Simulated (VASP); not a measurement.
Wanted: the native input for a VASP 6.6.1 run.

* Task: single point
* Functional: LDA
* Potentials or basis: VASP PAW LDA potentials, release 64 (Al)
* Cutoff: 520 eV
* k mesh: 18 × 18 × 10
* Occupations: gaussian, width 0.15 eV
* Spin: no spin polarisation
* Dipole correction: no
* Further INCAR settings: ALGO = Fast; EDIFF = 1e-06; NBANDS = 10

The structure of Al lies in POSCAR:

```
Al
1.0
    2.7604000000      0.0000000000      0.0000000000
   -1.3802000000      2.3905765246      0.0000000000
    0.0000000000      0.0000000000      4.8620000000
Al
2
Direct
    0.6666666667      0.3333333333      0.7500000000
    0.3333333333      0.6666666667      0.2500000000
```

This isn't the form of Al at room conditions, which is fcc.

The input as run:

INCAR

```
PREC = Accurate
ENCUT = 520
EDIFF = 1E-6
ISMEAR = 0
SIGMA = 0.15
LREAL = False
LASPH = True
NELM = 100
ALGO = Fast
ISIF = 2
LWAVE = False
LCHARG = False
NBANDS = 10
```

KPOINTS

```
Automatic mesh
0
Gamma
  18 18 10
```

Potentials or basis: VASP PAW LDA potentials, release 64 (Al).

Launch:

```bash
$ cat potpaw_LDA.64/Al/POTCAR > POTCAR
$ mpirun -np 1 vasp_std > vasp.out
```

Results of the run:

| Quantity | Value |
| --- | --- |
| Pressure | 0.1 GPa |
| Band gap on the k mesh | zero (bands 3 and 4 overlap by 6.68 eV) |

Run time: 46 s on 1 thread of Intel Xeon 8259CL (shared host), peak memory 0.17 GiB.
